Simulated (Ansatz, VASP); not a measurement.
# Two plane-wave programs on AlNi3

File INCAR:

```
SYSTEM = AlNi3
PREC     = Accurate       ! precision mode
ENCUT    = 520            ! plane-wave cutoff, eV
EDIFF    = 1E-7           ! SCF threshold, eV
ISMEAR   = 0              ! smearing method
SIGMA    = 0.15           ! smearing width, eV
LREAL    = .False.        ! projectors in reciprocal space
LASPH    = .True.         ! aspherical terms in the spheres
NELM     = 80             ! most SCF steps
ALGO     = Fast           ! electronic algorithm
ISIF     = 2              ! what is computed and relaxed
LWAVE    = .False.        ! write WAVECAR
LCHARG   = .True.         ! write CHGCAR
GGA      = PS             ! functional
LELF     = .True.         ! ELF
LVHAR    = .True.       
NBANDS   = 24             ! bands
```

File KPOINTS:

```
regular mesh
0
Gamma
  14 14 14
  0 0 0
```

Contents of POSCAR:

```
AlNi3
1.0
    0.0000000000      2.7984078565      2.7984078565
    2.7984078565      0.0000000000      2.7984078565
    2.7984078565      2.7984078565      0.0000000000
Al Ni
1 3
Direct
    0.5000000000      0.5000000000      0.5000000000
    0.2500000000      0.2500000000      0.2500000000
    0.0000000000      0.0000000000      0.0000000000
    0.7500000000      0.7500000000      0.7500000000
```

Input for Ansatz:

```yaml
crystal:
  lattice:
    - [0.0, 2.7984078565, 2.7984078565]
    - [2.7984078565, 0.0, 2.7984078565]
    - [2.7984078565, 2.7984078565, 0.0]
  atoms:
    - { symbol: Al, position: [0.5, 0.5, 0.5] }
    - { symbol: Ni, position: [0.25, 0.25, 0.25] }
    - { symbol: Ni, position: [0.0, 0.0, 0.0] }
    - { symbol: Ni, position: [0.75, 0.75, 0.75] }
basis:
  ecutwfc: 420
kpoints:
  mp_grid: { grid: [14, 14, 14] }
hamiltonian:
  xc: pbesol
scf:
  occupations: { method: gaussian, width: 0.15 }
output:
  forces: true
  stress: true
  eigenvalues: true
  write_density: true
  write_potential: true
  elf: true
  volumetric_format: npy
```

Alike in both runs: task single point; functional PBEsol; k mesh 14 × 14 × 14; occupations gaussian, width 0.15 eV; no spin polarisation.

|  | VASP | Ansatz |
| --- | --- | --- |
| version | VASP 6.6.1 | Ansatz 0.2.0 |
| potentials or method | VASP PAW PBE potentials, release 64 (Al, Ni), cutoff 520 eV | scalar-relativistic, plane waves, PAW |
| valence electrons in the cell | 33 | 57 |

```tsv
	VASP	Ansatz	Ansatz less VASP
gap on the k mesh at the Fermi level (eV)	none	none	-
pressure (GPa)	0.1	0.1	-0.08
```

VASP's potentials were made for PBE, not for PBEsol. A gap of «none» marks a metal or a gap that the smearing closes. VASP's potentials hold 33 valence electrons a cell and Ansatz's 57, so a difference there can come from the potentials and not from the codes.
